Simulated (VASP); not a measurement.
**TaGe3: relaxation of cell and atoms with PBE**

The system is TaGe3.

```xyz
4
Lattice="3.3626 0.0000 0.0000 0.0000 3.3626 0.0000 0.0000 0.0000 6.4937" Properties=species:S:1:pos:R:3 pbc="T T T"
Ta    0.0000    0.0000    0.0000
Ge    1.6813    1.6813    1.5361
Ge    1.6813    1.6813    4.9577
Ge    0.0000    0.0000    3.2469
```

The cell was generated, and may not be a known phase.

```json
{
 "Program": "VASP 6.6.1",
 "Task": "relaxation of cell and atoms",
 "Functional": "PBE",
 "Potentials or basis": "VASP PAW PBE potentials, release 64 (Ta_pv, Ge_d)",
 "Cutoff": "600 eV",
 "k mesh": "6 × 6 × 4",
 "Occupations": "gaussian, width 0.1 eV",
 "Spin": "no spin polarisation",
 "Dipole correction": "no",
 "Further INCAR settings": "ALGO = Normal; EDIFF = 1e-06; IBRION = 2; EDIFFG = -0.04; NSW = 90; ISIF = 3"
}
```

* Relaxed volume: 17.23 Å³/atom
* Relaxed cell: a = 3.557 Å, b = 3.557 Å, c = 5.448 Å, α = 90.00°, β = 90.00°, γ = 90.00°
* Space group after relaxing (to 0.1 Å): P4/mmm (No. 123)
* Energy gained by relaxing: 207.8 meV/atom
* Ionic steps: 23
* Pressure after relaxing: 0.1 GPa
* Largest force after relaxing: 0.033 eV/Å
* Band gap on the k mesh: zero (an odd number of electrons rules out a gap without spin polarisation)

Forces on the atoms (eV/Å):
```
Ta   0.000  0.000  0.000
Ge   0.000  0.000  0.033
Ge   0.000  0.000 -0.033
Ge   0.000  0.000  0.000
```

Stress tensor (GPa, compression positive):
```
 0.33  0.00  0.00
 0.00  0.33  0.00
 0.00  0.00 -0.32
```

Step by step:
| step | energy change (eV) | largest force (eV/Å) | pressure (GPa) | volume (Å³) |
| --- | --- | --- | --- | --- |
| 1 | 0.0000 | 0.9041 | -3.43 | 73.43 |
| 2 | -0.1800 | 0.2609 | 2.93 | 69.28 |
| 3 | -0.1983 | 0.0089 | 5.34 | 67.96 |
| 4 | -0.3213 | 0.3110 | 5.46 | 67.77 |
| 5 | -0.4496 | 1.0816 | 6.48 | 67.40 |
| 6 | -0.2145 | 3.4515 | 11.54 | 66.40 |
| 7 | -0.4662 | 1.3771 | 6.86 | 67.25 |
| 8 | -0.5938 | 1.2968 | 2.47 | 69.33 |
| 9 | -0.6148 | 0.9852 | -5.58 | 74.46 |
| 10 | -0.6413 | 1.0838 | -3.42 | 72.64 |
| 11 | -0.6436 | 1.1518 | -1.47 | 71.47 |
| 12 | -0.6447 | 1.1276 | -2.25 | 71.86 |
| 13 | -0.7015 | 0.9493 | -2.11 | 71.43 |
| 14 | -0.8165 | 0.3137 | -1.39 | 70.13 |
| 15 | -0.5608 | 1.9906 | 4.17 | 67.50 |
| 16 | -0.8251 | 0.1800 | -0.86 | 69.79 |
| 17 | -0.8276 | 0.0389 | -0.60 | 69.47 |
| 18 | -0.8279 | 0.0209 | -0.60 | 69.56 |
| 19 | -0.8303 | 0.0664 | 0.06 | 69.12 |
| 20 | -0.8305 | 0.0772 | 0.08 | 69.01 |
| 21 | -0.8306 | 0.0960 | 0.55 | 68.77 |
| 22 | -0.8306 | 0.0861 | 0.41 | 68.89 |
| 23 | -0.8313 | 0.0331 | 0.12 | 68.93 |

Final structure:
```yaml
crystal:
  lattice:
    - [3.55704, 0.00000, 0.00000]
    - [0.00000, 3.55704, 0.00000]
    - [0.00000, 0.00000, 5.44783]
  atoms:
    - { symbol: Ta, position: [0.00000, 0.00000, 0.00000] }
    - { symbol: Ge, position: [0.50000, 0.50000, 0.24652] }
    - { symbol: Ge, position: [0.50000, 0.50000, 0.75348] }
    - { symbol: Ge, position: [0.00000, 0.00000, 0.50000] }
```

Levels at points of the mesh, in eV from the Fermi level:
| k point | band 25 | band 26 | band 27 | band 28 | band 29 | band 30 |
| --- | --- | --- | --- | --- | --- | --- |
| (0.00, 0.00, 0.00) | -1.71 | -0.83 | -0.83 | 1.19 | 1.65 | 2.11 |
| (0.50, 0.00, 0.00) | -2.13 | 0.54 | 1.64 | 1.67 | 2.09 | 2.47 |
| (0.50, 0.50, 0.00) | -3.58 | -3.58 | -0.75 | 0.99 | 0.99 | 2.35 |
| (0.00, 0.00, 0.50) | -2.00 | 0.44 | 0.82 | 0.82 | 1.19 | 1.95 |
| (0.50, 0.00, 0.50) | -1.48 | -0.40 | 0.75 | 1.42 | 1.67 | 1.97 |
| (0.50, 0.50, 0.50) | -3.17 | -3.17 | 0.75 | 0.75 | 0.79 | 2.12 |

Wall time 23 min on 1 thread of Intel(R) Xeon(R) 6975P-C (Granite Rapids), with other jobs on the host, peak memory 0.26 GiB.

Caveat: a cell axis changed by over 15 % at a fixed basis, so the end point is rough; spin-orbit coupling is left out, which moves the levels of the heavy elements; an odd number of electrons without spin polarisation forces a metal; a magnetic or distorted state may lie lower.
